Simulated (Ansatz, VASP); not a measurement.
Two plane-wave programs on Ge

The input INCAR:

```
SYSTEM = Ge
PREC     = Accurate       ! precision mode
ENCUT    = 520            ! plane-wave cutoff, eV
EDIFF    = 1E-7           ! SCF threshold, eV
ISMEAR   = 0              ! smearing method
SIGMA    = 0.1            ! smearing width, eV
LREAL    = .FALSE.        ! projectors in reciprocal space
LASPH    = .TRUE.         ! aspherical terms in the spheres
NELM     = 80             ! most SCF steps
ALGO     = Normal         ! electronic algorithm
ISIF     = 2              ! what is computed and relaxed
LWAVE    = .FALSE.        ! write WAVECAR
LCHARG   = .FALSE.        ! write CHGCAR
LDIPOL   = .TRUE.       
IDIPOL   = 3            
DIPOL    = 0.5 0.5 0.500
NBANDS   = 21             ! bands
```

KPOINTS

```
regular mesh
0
G
  12 12 1
  0 0 0
```

Contents of POSCAR:

```
Ge
1.0
    4.1490000000      0.0000000000      0.0000000000
   -2.0745000000      3.5931394003      0.0000000000
    0.0000000000      0.0000000000     28.0000000000
Ge
2
Direct
    0.3333333333      0.6666666667      0.5153035714
    0.6666666667      0.3333333333      0.4846964286
```

Input for Ansatz:

```yaml
crystal:
  lattice:
    - [4.149, 0.0, 0.0]
    - [-2.0745, 3.5931394003, 0.0]
    - [0.0, 0.0, 28.0]
  atoms:
    - { symbol: Ge, position: [0.3333333333, 0.6666666667, 0.5153035714] }
    - { symbol: Ge, position: [0.6666666667, 0.3333333333, 0.4846964286] }
  periodic: [true, true, false]
basis:
  ecutwfc: 420
kpoints:
  mp_grid: { grid: [12, 12, 1] }
hamiltonian:
  xc: lda
  pseudopotentials: { kind: paw, azcp: { folder: soft_1 } }
scf:
  occupations: { method: gaussian, width: 0.1 }
output:
  forces: true
  stress: true
  eigenvalues: true
```

Alike in both runs: task single point; functional LDA; k mesh 12 × 12 × 1; occupations gaussian, width 0.1 eV; no spin polarisation.

|  | VASP | Ansatz |
| --- | --- | --- |
| version | VASP 6.6.1 | Ansatz 0.2.0 |
| potentials or method | VASP PAW LDA potentials, release 64 (Ge_d), cutoff 520 eV | scalar-relativistic, plane waves, PAW |
| valence electrons in the cell | 28 | 28 |

VASP gave:

| Item | Value |
| --- | --- |
| gap on the k mesh at the Fermi level (eV) | none |
| rms of the force components (eV/Å) | 0.647 |

Question: Which values does Ansatz return?

Answer: gap on the k mesh at the Fermi level (eV): none; rms of the force components (eV/Å): 0.653.

Ansatz warns that its potentials were made for another functional, while VASP's fit it. LDA's correlation is that of Perdew and Zunger in VASP and of Perdew and Wang (1992) in Ansatz. Atom by atom the forces differ by 0.005 eV/Å (rms over components). A gap of «none» marks a metal or a gap that the smearing closes.
